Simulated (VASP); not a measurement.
Crystal: AlIr.

```
Al Ir
1.0
     2.96967    0.00000    0.00000
     0.00000    2.96967    0.00000
     0.00000    0.00000    2.96967
Al Ir
1 1
Direct
  0.00000 0.00000 0.00000
  0.50000 0.50000 0.50000
```

Base run:

| Item | Value |
| --- | --- |
| Program | VASP 6.6.1 |
| Functional | LDA |
| Potentials or basis | VASP PAW LDA potentials, release 64 (Al, Ir) |
| Cutoff | 520 eV |
| k mesh | 14 × 14 × 14 |
| Occupations | fermi-dirac, width 0.1 eV |
| Spin | no spin polarisation |

Its results: band gap on the k mesh zero (band 6 reaches 12.36 eV, above the bottom of band 7 at 10.83 eV); pressure 1.3 GPa.

Question: The run is repeated on the same cell with these changes: potentials or basis from VASP PAW LDA potentials, release 64 (Al, Ir) to VASP PAW LDA potentials, release 64 (Al, Ir_sv_GW); cutoff from 520 eV to 500 eV; further incar settings from ALGO = Normal; EDIFF = 1e-06; NBANDS = 13 to ALGO = Normal; EDIFF = 1e-06; NBANDS = 17; valence electrons from 12 to 20. What comes out?

Answer: Band gap on the k mesh zero (band 10 reaches 13.64 eV, above the bottom of band 11 at 12.10 eV); pressure -0.9 GPa.

Caveats: spin-orbit coupling is left out, which moves the levels of the heavy elements.
